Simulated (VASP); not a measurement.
**MgB2: single point with PBE**

Crystal: MgB2.

```xyz
3
Lattice="2.9806 0.0000 0.0000 -1.4903 2.5813 0.0000 0.0000 0.0000 3.5954" Properties=species:S:1:pos:R:3 pbc="T T T"
Mg    0.0000    0.0000    0.0000
B     1.4903    0.8604    1.7977
B     0.0000    1.7208    1.7977
```

This cell differs from its parent crystal: biaxial strain in the a-b plane: -3.0 %.

```
Program             : VASP 6.6.1
Task                : single point
Functional          : PBE
Potentials or basis : VASP PAW PBE potentials, release 64 (Mg_sv, B)
Cutoff              : 750 eV
k mesh              : 15 × 15 × 12
Occupations         : gaussian, width 0.1 eV
Spin                : no spin polarisation
```

The pressure is 9.2 GPa. The band gap on the k mesh is zero (bands 8 and 9 overlap by 3.57 eV).

Stress tensor (GPa, compression positive):
```
15.99  0.00  0.00
 0.00 15.99  0.00
 0.00  0.00 -4.38
```

Levels at points of the mesh, in eV from the Fermi level:
```tsv
k point	band 5	band 6	band 7	band 8	band 9	band 10	band 11	band 12
(0.00, 0.00, 0.00)	-12.81	-3.66	0.60	0.60	0.80	7.02	7.02	9.46
(0.00, 0.00, 0.50)	-11.63	-7.89	0.91	0.91	7.24	7.24	8.79	8.83
```

Run time: 44 s on 1 thread of AMD EPYC 9R45 96-Core Processor (Zen 5), with other jobs on the host, peak memory 0.23 GiB.

Caveat: the cell differs from its parent crystal (biaxial strain in the a-b plane: -3.0 %); the cell stands under pressure.
